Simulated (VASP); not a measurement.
## Al5Cu: relaxation of cell and atoms with PBE

The system is Al5Cu.

```xyz
6
Lattice="4.9387 0.0000 0.0000 -2.4694 4.2771 0.0000 0.0000 0.0000 4.4593" Properties=species:S:1:pos:R:3 pbc="T T T"
Al    2.4694    1.4257    0.0000
Al    0.0000    2.8514    0.0000
Al    1.5971    0.0000    2.2296
Al   -0.7986    1.3831    2.2296
Al    1.6708    2.8939    2.2296
Cu    0.0000    0.0000    0.0000
```

* Program: VASP 6.6.1
* Task: relaxation of cell and atoms
* Functional: PBE
* Potentials or basis: VASP PAW PBE potentials, release 64 (Al, Cu)
* Cutoff: 600 eV
* k mesh: 12 × 12 × 8
* Occupations: gaussian, width 0.1 eV
* Spin: no spin polarisation
* Dipole correction: no
* Further INCAR settings: ALGO = Fast; EDIFF = 1e-07; IBRION = 2; EDIFFG = -0.01; NSW = 100; ISIF = 3

```json
{"Relaxed volume": "15.72 Å³/atom", "Relaxed cell": "a = 4.883 Å, b = 4.883 Å, c = 4.566 Å, α = 90.00°, β = 90.00°, γ = 120.00°", "Space group after relaxing (to 0.1 Å)": "P-62m (No. 189)", "Energy gained by relaxing": "15.2 meV/atom", "Ionic steps": "8", "Pressure after relaxing": "0.0 GPa", "Largest force after relaxing": "0.004 eV/Å", "Band gap on the k mesh": "zero (bands 13 and 14 overlap by 3.07 eV)"}
```

Forces on the atoms (eV/Å):
```
Al   0.000  0.000  0.000
Al   0.000  0.000  0.000
Al   0.004  0.000  0.000
Al  -0.002  0.003  0.000
Al  -0.002 -0.003  0.000
Cu   0.000  0.000  0.000
```

The path:
| step | energy change (eV) | largest force (eV/Å) | pressure (GPa) | volume (Å³) |
| --- | --- | --- | --- | --- |
| 1 | 0.0000 | 0.0553 | 0.41 | 94.19 |
| 2 | -0.0809 | 0.0724 | -0.28 | 94.73 |
| 3 | -0.0875 | 0.0828 | -0.73 | 95.31 |
| 4 | -0.0877 | 0.0834 | -0.71 | 95.20 |
| 5 | -0.0905 | 0.0443 | 0.14 | 94.19 |
| 6 | -0.0906 | 0.0505 | 0.02 | 94.34 |
| 7 | -0.0910 | 0.0187 | 0.02 | 94.31 |
| 8 | -0.0911 | 0.0039 | 0.04 | 94.30 |

Final structure:
```
Al Cu
1.0
     4.88332    0.00000    0.00000
    -2.44166    4.22908    0.00000
     0.00000    0.00000    4.56596
Al Cu
5 1
Cartesian
  2.4417 1.4097 0.0000
  0.0000 2.8194 0.0000
  1.5934 0.0000 2.2830
  -0.7967 1.3799 2.2830
  1.6450 2.8492 2.2830
  0.0000 0.0000 0.0000
```

Levels at points of the mesh, in eV from the Fermi level:
```tsv
k point	band 11	band 12	band 13	band 14	band 15	band 16
(0.00, 0.00, 0.00)	-2.64	-1.97	-1.97	-1.68	2.60	3.11
(0.50, 0.00, 0.00)	-2.01	-1.70	-0.93	1.35	1.76	2.50
(0.00, 0.00, 0.50)	-1.39	-1.09	-1.09	-0.84	-0.35	-0.35
(0.50, 0.00, 0.50)	-3.21	-2.01	-1.61	3.75	3.85	4.48
```

Run time: 14 min on 1 thread of AMD EPYC 9R45 96-Core Processor (Zen 5), with other jobs on the host, peak memory 0.34 GiB.

Caveat: the highest band is partly filled, so the run has too few bands.
